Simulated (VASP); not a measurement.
# TiO2 (P2_1/m) in VASP: a series of runs

The runs below take TiO2 through single point, with PBEsol.

Program: VASP 6.6.1. These are calculated values, not measurements. Logs are shortened: lines on timing, memory, paths and dates and some standing lists are left out, and cuts for length are marked.

## 1. The cell of the first run

It takes space group P2_1/m (No. 11, monoclinic). The conventional cell has a = 3.771 Å, b = 3.771 Å, c = 9.554 Å, α = 90.00°, β = 92.26°, γ = 90.00°. Ti (site symmetry m) has 6 O at 1.93 to 2.02 Å within 2.6 Å. Within 2.6 Å of Ti (site symmetry m) lie 6 O at 1.93 to 1.98 Å. Within 2.6 Å of O (site symmetry m) lie 3 Ti at 1.93 to 1.98 Å and 2 O at 2.46 Å. Within 2.6 Å of O (site symmetry m) lie 3 Ti at 1.93 to 2.02 Å and 2 O at 2.49 Å. O (site symmetry m) has 3 Ti at 1.93 to 1.98 Å and 2 O at 2.46 Å within 2.6 Å. Within 2.6 Å of O (site symmetry m) lie 3 Ti at 1.93 to 1.98 Å and 2 O at 2.46 Å.

## 2. Single point, PBEsol

Input file INCAR:

```
SYSTEM = TiO2
PREC = Accurate
ENCUT = 520
EDIFF = 1E-6
ISMEAR = 0
SIGMA = 0.05
LREAL = .False.
LASPH = .True.
NELM = 80
ALGO = Normal
ISIF = 2
LWAVE = .False.
LCHARG = .False.
GGA = PS
NBANDS = 60
```

Input file KPOINTS:

```
regular mesh
0
Gamma
  7 7 3
  0 0 0
```

Input file POSCAR:

```
TiO2
1.0
   -3.7706690430      0.0000000000      0.0000000000
    0.0000000000     -3.7706690430      0.0000000000
   -0.3770669043      0.0000000000      9.5463353711
Ti O
4 8
Direct
   -0.0875000000      0.0000000000      0.8750000000
    0.4625000000      0.5000000000      0.3750000000
    0.4375000000      0.0000000000      0.6250000000
   -0.0125000000      0.5000000000      0.1250000000
    0.4417380334      0.5000000000      0.5826196664
    0.9917380334      1.0000000000      0.0826196664
    0.4167380334      0.0000000000      0.8326196664
    0.9667380334      0.5000000000      0.3326196664
    0.4582619666      0.0000000000      0.4173803336
   -0.0917380334      0.5000000000      0.9173803336
   -0.0667380334      0.0000000000      0.6673803336
    0.4832619666      0.5000000000      0.1673803336
```

Potentials or basis: VASP PAW PBE potentials, release 64 (Ti_sv, O).

Launch:

```sh
cat potpaw_PBE.64/Ti_sv/POTCAR potpaw_PBE.64/O/POTCAR > POTCAR
mpirun -np 1 vasp_std > vasp.out
```

OUTCAR:

```text
SYSTEM = TiO2
   PREC = Accurate
   ENCUT = 520
   EDIFF = 1E-6
   ISMEAR = 0
   LREAL = .False.
   LASPH = .True.
   NELM = 80
   ISIF = 2
   GGA = PS

 ion  position               nearest neighbor table
   1  0.913  0.000  0.875-   7 1.93  10 1.93  10 1.93   7 1.93  11 1.98   6 2.02
   2  0.462  0.500  0.375-   8 1.93   9 1.93   9 1.93   8 1.93  12 1.98   5 1.98
   3  0.438  0.000  0.625-  11 1.93   5 1.93   5 1.93  11 1.93   9 1.98   7 1.98
   4  0.987  0.500  0.125-  12 1.93   6 1.93   6 1.93  12 1.93   8 1.98  10 2.02
   5  0.442  0.500  0.583-   3 1.93   3 1.93   2 1.98
   6  0.992  0.000  0.083-   4 1.93   4 1.93   1 2.02
   7  0.417  0.000  0.833-   1 1.93   1 1.93   3 1.98
   8  0.967  0.500  0.333-   2 1.93   2 1.93   4 1.98
   9  0.458  0.000  0.417-   2 1.93   2 1.93   3 1.98
  10  0.908  0.500  0.917-   1 1.93   1 1.93   4 2.02
  11  0.933  0.000  0.667-   3 1.93   3 1.93   1 1.98
  12  0.483  0.500  0.167-   4 1.93   4 1.93   2 1.98

  LATTYP: Found a simple monoclinic cell.
 ALAT       =     3.7706690430
 B/A-ratio  =     1.0000000000
 C/A-ratio  =     2.5337093146
 COS(beta)  =    -0.0394678266

  Lattice vectors:

 A1 = (  -3.7706690430,   0.0000000000,   0.0000000000)
 A2 = (   0.0000000000,   3.7706690430,   0.0000000000)
 A3 = (   0.3770669043,   0.0000000000,  -9.5463353711)

Analysis of symmetry for initial positions (statically):
=====================================================================
 Subroutine PRICEL returns:
 Original cell was already a primitive cell.

 Routine SETGRP: Setting up the symmetry group for a
 simple monoclinic supercell.

 Subroutine GETGRP returns: Found  4 space group operations
 (whereof  2 operations were pure point group operations)
 out of a pool of  4 trial point group operations.

The static configuration has the point symmetry C_1h.
 The point group associated with its full space group is C_2h.

Analysis of symmetry for dynamics (positions and initial velocities):
=====================================================================
 Subroutine PRICEL returns:
 Original cell was already a primitive cell.

 Routine SETGRP: Setting up the symmetry group for a
 simple monoclinic supercell.

 Subroutine GETGRP returns: Found  4 space group operations
 (whereof  2 operations were pure point group operations)
 out of a pool of  4 trial point group operations.

The dynamic configuration has the point symmetry C_1h.
 The point group associated with its full space group is C_2h.

 Subroutine INISYM returns: Found  4 space group operations
 (whereof  2 operations are pure point group operations),
 and found     1 'primitive' translations

----------------------------------------------------------------------------------------

                                     Primitive cell

  volume of cell :     135.7293

  direct lattice vectors                    reciprocal lattice vectors
    -3.770669043  0.000000000  0.000000000    -0.265204925  0.000000000 -0.010475224
     0.000000000 -3.770669043  0.000000000     0.000000000 -0.265204925  0.000000000
    -0.377066904  0.000000000  9.546335371     0.000000000  0.000000000  0.104752239

  length of vectors
     3.770669043  3.770669043  9.553779277     0.265411723  0.265204925  0.104752239

  position of ions in fractional coordinates (direct lattice)
     0.912500000  0.000000000  0.875000000
     0.462500000  0.500000000  0.375000000
     0.437500000  0.000000000  0.625000000
     0.987500000  0.500000000  0.125000000
     0.441738033  0.500000000  0.582619666
     0.991738033  0.000000000  0.082619666
     0.416738033  0.000000000  0.832619666
     0.966738033  0.500000000  0.332619666
     0.458261967  0.000000000  0.417380334
     0.908261967  0.500000000  0.917380334
     0.933261967  0.000000000  0.667380334
     0.483261967  0.500000000  0.167380334

  ion indices of the primitive-cell ions
   primitive index   ion index
                 1           1
                 2           2
                 3           3
                 4           4
                 5           5
                 6           6
                 7           7
                 8           8
                 9           9
                10          10
                11          11
                12          12

----------------------------------------------------------------------------------------

 KPOINTS: regular mesh

Automatic generation of k-mesh.
 Grid dimensions read from file:
 generate k-points for:    7    7    3

 Generating k-lattice:

  Cartesian coordinates                     Fractional coordinates (reciprocal lattice)
    -0.037886418  0.000000000 -0.001496461     0.142857143  0.000000000  0.000000000
     0.000000000 -0.037886418  0.000000000     0.000000000  0.142857143  0.000000000
     0.000000000  0.000000000  0.034917413     0.000000000  0.000000000  0.333333333

  Length of vectors
     0.037915960  0.037886418  0.034917413

  Shift w.r.t. Gamma in fractional coordinates (k-lattice)
     0.000000000  0.000000000  0.000000000

 Subroutine IBZKPT returns following result:
 ===========================================

 Found     44 irreducible k-points:

 Following reciprocal coordinates:
            Coordinates               Weight
  0.000000  0.000000  0.000000      1.000000
  0.142857  0.000000  0.000000      2.000000
  0.285714  0.000000  0.000000      2.000000
  0.428571  0.000000  0.000000      2.000000
  0.000000  0.142857  0.000000      2.000000
  0.142857  0.142857  0.000000      4.000000
[... 16 lines left out ...]
 -0.142857  0.000000  0.333333      2.000000
  0.000000  0.142857  0.333333      4.000000
 [... further k-points ...]
   k-points           NKPTS =     44   k-points in BZ     NKDIM =     44   number of bands    NBANDS=     60
   number of dos      NEDOS =    301   number of ions     NIONS =     12
   total plane-waves  NPLWV =  56448
   dimension x,y,z NGX =    28 NGY =   28 NGZ =   72
   dimension x,y,z NGXF=    56 NGYF=   56 NGZF=  144
   ions per type =               4   8
   NGX,Y,Z   is equivalent  to a cutoff of  12.34, 12.34, 12.53 a.u.
   NGXF,Y,Z  is equivalent  to a cutoff of  24.69, 24.69, 25.06 a.u.
 SYSTEM =  TiO2
   PREC   = accura    normal or accurate (medium, high low for compatibility)
   ISTART =      0    job   : 0-new  1-cont  2-samecut
   ICHARG =      2    charge: 1-file 2-atom 10-const
   ISPIN  =      1    spin polarized calculation?
   LNONCOLLINEAR =      F non collinear calculations
   LSORBIT =      F    spin-orbit coupling
   LASPH  =      T    aspherical Exc in radial PAW
   ENCUT  =  520.0 eV  38.22 Ry    6.18 a.u.   7.01  7.01 17.76*2*pi/ulx,y,z
   NELM   =     80;   NELMIN=  2; NELMDL= -5     # of ELM steps
   EDIFF  = 0.1E-05   stopping-criterion for ELM
   LREAL  =      F    real-space projection
   EDIFFG = 0.1E-04   stopping-criterion for IOM
   NSW    =      0    number of steps for IOM
   IBRION =     -1    ionic relax: 0-MD 1-quasi-New 2-CG
   NFREE  =      0    steps in history (QN), initial steepest desc. (CG)
   ISIF   =      2    stress and relaxation
   ISYM   =      2    0-nonsym 1-usesym 2-fastsym
   POTIM  = 0.5000    time-step for ionic-motion
   TEBEG  =    0.0;   TEEND  =   0.0 temperature during run
   PSTRESS=    0.0 pullay stress
   NELECT =      96.0000    total number of electrons
   NUPDOWN=      -1.0000    fix difference up-down
   EMIN   =  10.00;   EMAX   =-10.00  energy-range for DOS
   EFERMI =   0.00;   METHOD = LEGACY
   ISMEAR =     0;   SIGMA  =   0.05  broadening in eV -4-tet -1-fermi 0-gaus
   EFERMI_NEDOS =   21; number of points for ismear=-14 and -15
   IALGO  =     38    algorithm
   IMIX   =      4    mixing-type and parameters
     AMIX     =   0.40;   BMIX     =  1.00
     AMIX_MAG =   1.60;   BMIX_MAG =  1.00
  volume/ion in A,a.u.               =      11.31        76.33
  Fermi-wavevector in a.u.,A,eV,Ry     =   1.458615  2.756383 28.947188  2.127558
  Thomas-Fermi vector in A             =   2.575279
   LORBIT       =      0    0 simple, 1 ext, 2 COOP (PROOUT), +10 PAW based schemes
   GGA     = PS    functional components
   LHFCALC =     F    Hartree Fock is set to
   AEXX    =    0.0000 exact exchange contribution
   IVDW    =     0    specifies the selected vdW correction
   LEPSILON=     F    determine dielectric tensor
   LRPA    =     F    only Hartree local field effects (RPA)
 non-spin polarized calculation
 Gauss-broadening in eV      SIGMA  =   0.05
  energy-cutoff  :      520.00
  volume of cell :      135.73
 maximum number of plane-waves:      3679
   NGX = 15   NGY = 15   NGZ = 35

 number of electron      95.9999959 magnetization

 Free energy of the ion-electron system (eV)
  ---------------------------------------------------
  ext. energy  EPLUGINS =         0.00000000
  ---------------------------------------------------
  free energy    TOTEN  =      -112.36530656 eV

  energy without entropy =     -112.36530656  energy(sigma->0) =     -112.36530656

 E-fermi :   3.7013     XC(G=0): -11.0428

 val. band max:        3.3651015736   @ k =   0.4286   0.4286   0.0000
 cond. band min:       5.4302893334   @ k =   0.0000   0.0000   0.0000
 fundamental gap:      2.0651877598
 Fermi energy:         3.7012741808

 k-point     1 :       0.0000    0.0000    0.0000
  band No.  band energies     occupation
      1     -52.7898      2.00000
      2     -52.7603      2.00000
      3     -52.7586      2.00000
      4     -52.7288      2.00000
      5     -29.3734      2.00000
      6     -29.1875      2.00000
[... 52 lines left out ...]
     59       7.6098      0.00000
     60       7.6141      0.00000

 k-point     2 :       0.1429    0.0000    0.0000
  band No.  band energies     occupation
      1     -52.7878      2.00000
      2     -52.7597      2.00000
      3     -52.7583      2.00000
      4     -52.7299      2.00000
      5     -29.3726      2.00000
      6     -29.2244      2.00000
[... 52 lines left out ...]
     59       7.4818      0.00000
     60       7.6778      0.00000

 k-point     3 :       0.2857    0.0000    0.0000
  band No.  band energies     occupation
      1     -52.7824      2.00000
      2     -52.7629      2.00000
      3     -52.7529      2.00000
      4     -52.7332      2.00000
      5     -29.3712      2.00000
      6     -29.2884      2.00000
[... 1312 lines left out ...]
     59       7.5615      0.00000
     60       7.6514      0.00000

 k-point    24 :       0.0000    0.1429    0.3333
  band No.  band energies     occupation
      1     -52.7841      2.00000
      2     -52.7736      2.00000
      3     -52.7444      2.00000
      4     -52.7336      2.00000
      5     -29.3485      2.00000
      6     -29.2831      2.00000
[... 52 lines left out ...]
     59       7.5415      0.00000
     60       7.6371      0.00000

 [... further k-points ...]

------------------------ aborting loop because EDIFF is reached ----------------------------------------

  FORCE on cell =-STRESS in cart. coord.  units (eV):
  Direction    XX          YY          ZZ          XY          YZ          ZX
  --------------------------------------------------------------------------------------
  -------------------------------------------------------------------------------------
  Total        0.7284649     -0.4681848     -0.3997147      0.0000000      0.0000000      1.4651611
  in kB        8.5989551     -5.5265530     -4.7183178      0.0000000      0.0000000     17.2950753
  external PRESSURE =      -0.5486386 kB  Pullay stress =       0.0000000 kB

 VOLUME and BASIS-vectors are now :
 -----------------------------------------------------------------------------
  energy-cutoff  :      520.00
  volume of cell :      135.73
      direct lattice vectors                 reciprocal lattice vectors
    -3.770669043  0.000000000  0.000000000    -0.265204925  0.000000000 -0.010475224
     0.000000000 -3.770669043  0.000000000     0.000000000 -0.265204925  0.000000000
    -0.377066904  0.000000000  9.546335371     0.000000000  0.000000000  0.104752239

 POSITION                                       TOTAL-FORCE (eV/Angst)
 -----------------------------------------------------------------------------------
     -3.77067      0.00000      8.35304        -0.022254      0.000000      0.144068
     -1.88533     -1.88533      3.57988         0.010294      0.000000     -0.041998
     -1.88533      0.00000      5.96646        -0.010294      0.000000      0.041998
     -3.77067     -1.88533      1.19329         0.022254      0.000000     -0.144068
     -1.88533     -1.88533      5.56188         0.004284      0.000000      0.015014
     -3.77067      0.00000      0.78872         0.056144      0.000000     -0.202747
     -1.88533      0.00000      7.94847        -0.266806      0.000000     -0.124685
     -3.77067     -1.88533      3.17530         0.055450      0.000000     -0.078577
     -1.88533      0.00000      3.98445        -0.004284      0.000000     -0.015014
     -3.77067     -1.88533      8.75762        -0.056144      0.000000      0.202747
     -3.77067      0.00000      6.37104        -0.055450      0.000000      0.078577
     -1.88533     -1.88533      1.59787         0.266806      0.000000      0.124685
 -----------------------------------------------------------------------------------
    total drift:                                0.000032      0.000000      0.000007

  FREE ENERGIE OF THE ION-ELECTRON SYSTEM (eV)
  ---------------------------------------------------
  free  energy   TOTEN  =      -112.3653065605 eV

  energy  without entropy=     -112.3653065605  energy(sigma->0) =     -112.36530656
```

Wall time 10 min (1 thread of Intel Xeon 8259CL, shared host); peak memory 0.39 GiB.

What came out:

```
Free energy            : -112.3653 eV
Pressure               : -0.1 GPa
Largest force          : 0.295 eV/Å
Band gap on the k mesh : 2.07 eV (least direct gap 2.22 eV)
```

Forces on the atoms (eV/Å):
```
Ti  -0.022  0.000  0.144
Ti   0.010  0.000 -0.042
Ti  -0.010  0.000  0.042
Ti   0.022  0.000 -0.144
O    0.004  0.000  0.015
O    0.056  0.000 -0.203
O   -0.267  0.000 -0.125
O    0.055  0.000 -0.079
O   -0.004  0.000 -0.015
O   -0.056  0.000  0.203
O   -0.055  0.000  0.079
O    0.267  0.000  0.125
```

Levels at points of the mesh, in eV from the valence-band top:
```tsv
k point	band 46	band 47	band 48	band 49	band 50	band 51
(0.00, 0.00, 0.00)	-0.49	-0.18	-0.16	2.07	2.39	2.43
```

Caveat: the PAW data sets were made with another functional, which shifts forces and pressure a little; an odd mesh through Γ misses points on the zone boundary, where band edges can lie.

(Continued in part 2 of 2.)
